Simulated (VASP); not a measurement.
A run of VASP 6.6.1 is set up as follows.

File INCAR:

```
SYSTEM = BP
ALGO     = Normal         ! electronic algorithm
EDIFF    = 1E-6           ! SCF threshold, eV
ENCUT    = 500            ! plane-wave cutoff, eV
GGA      = PE             ! functional
GGA_COMPAT= .False.      
ISIF     = 2              ! what is computed and relaxed
ISMEAR   = 0              ! smearing method
LASPH    = .True.         ! aspherical terms in the spheres
LCHARG   = .False.        ! write CHGCAR
LREAL    = .False.        ! projectors in reciprocal space
LWAVE    = .False.        ! write WAVECAR
NBANDS   = 11             ! bands
NELM     = 120            ! most SCF steps
PREC     = Accurate       ! precision mode
SIGMA    = 0.02           ! smearing width, eV
```

File KPOINTS:

```
k-points
0
Gamma
  10 10 10
  0 0 0
```

POSCAR

```
BP
1.0
    0.0000000000      2.2966697423      2.2966697423
    2.2966697423      0.0000000000      2.2966697423
    2.2966697423      2.2966697423      0.0000000000
B P
1 1
Direct
    0.0000000000      0.0000000000      0.0000000000
    0.2500000000      0.2500000000      0.2500000000
```

Potentials or basis: VASP PAW PBE potentials, release 64 (B, P).

Launch:

```sh
$ cat potpaw_PBE.64/B/POTCAR potpaw_PBE.64/P/POTCAR > POTCAR
$ mpirun -np 1 vasp_std > vasp.out
```

Q: Estimate the pressure.

A: -4.7 GPa.

Q: Predict the band gap on the k mesh.

A: 1.29 eV, indirect (least direct gap 3.35 eV).

 A k mesh can miss the band edges.
